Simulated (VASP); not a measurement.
Wanted: the native input for a VASP 6.6.1 run.

| Property | Result |
| --- | --- |
| Task | single point |
| Functional | PBEsol |
| Potentials or basis | VASP PAW PBE potentials, release 64 (Mn_pv, S) |
| Cutoff | 520 eV |
| k mesh | 8 × 8 × 8 |
| Occupations | methfessel-paxton, width 0.1 eV |
| Spin | collinear spin, ferromagnetic start |
| Starting moments | [4.0, 0.0] μB |
| Dipole correction | no |
| Further INCAR settings | ALGO = Normal; EDIFF = 1e-07; NBANDS = 20 |

The structure of MnS lies in POSCAR:

```
MnS
1.0
    0.0000000000      2.6045000000      2.6045000000
    2.6045000000      0.0000000000      2.6045000000
    2.6045000000      2.6045000000      0.0000000000
Mn S
1 1
Direct
    0.0000000000      0.0000000000      0.0000000000
    0.5000000000      0.5000000000      0.5000000000
```

These files were run (other wordings do the same):

INCAR

```
ALGO     = Normal         # electronic algorithm
EDIFF    = 1E-7           # SCF threshold, eV
ENCUT    = 520            # plane-wave cutoff, eV
GGA      = PS             # functional
ISIF     = 2              # what is computed and relaxed
ISMEAR   = 1              # smearing method
ISPIN    = 2              # spin polarisation
LASPH    = True           # aspherical terms in the spheres
LCHARG   = True           # write CHGCAR
LELF     = True           # ELF
LMAXMIX  = 4              # l up to which the mixer works
LORBIT   = 11             # projections on sites
LREAL    = False          # projectors in reciprocal space
LVHAR    = True         
LWAVE    = False          # write WAVECAR
MAGMOM   = 4 0            # initial moments
NBANDS   = 20             # bands
NELM     = 150            # most SCF steps
PREC     = Accurate       # precision mode
SIGMA    = 0.1            # smearing width, eV
```

KPOINTS

```
k-points
0
Gamma
  8 8 8
```

Potentials or basis: VASP PAW PBE potentials, release 64 (Mn_pv, S).

Launch:

```sh
$ cat potpaw_PBE.64/Mn_pv/POTCAR potpaw_PBE.64/S/POTCAR > POTCAR
$ mpirun -np 1 vasp_std > vasp.out
```

It gave:

```
Pressure                                              : -7.4 GPa
Net moment                                            : 4.67 μB per cell
Site moments                                          : Mn +4.22; S +0.09 μB
Valence electrons inside the program's atomic spheres : Mn 11.31; S 3.69
```

Caveat: the PAW data sets were made with another functional, which shifts forces and pressure a little; a cell with one magnetic atom can't hold antiferromagnetic order, which such compounds often take.

It took 40 s on 1 thread of AMD EPYC 7R13 Processor (Zen 3), with other jobs on the host, peak memory 0.16 GiB.
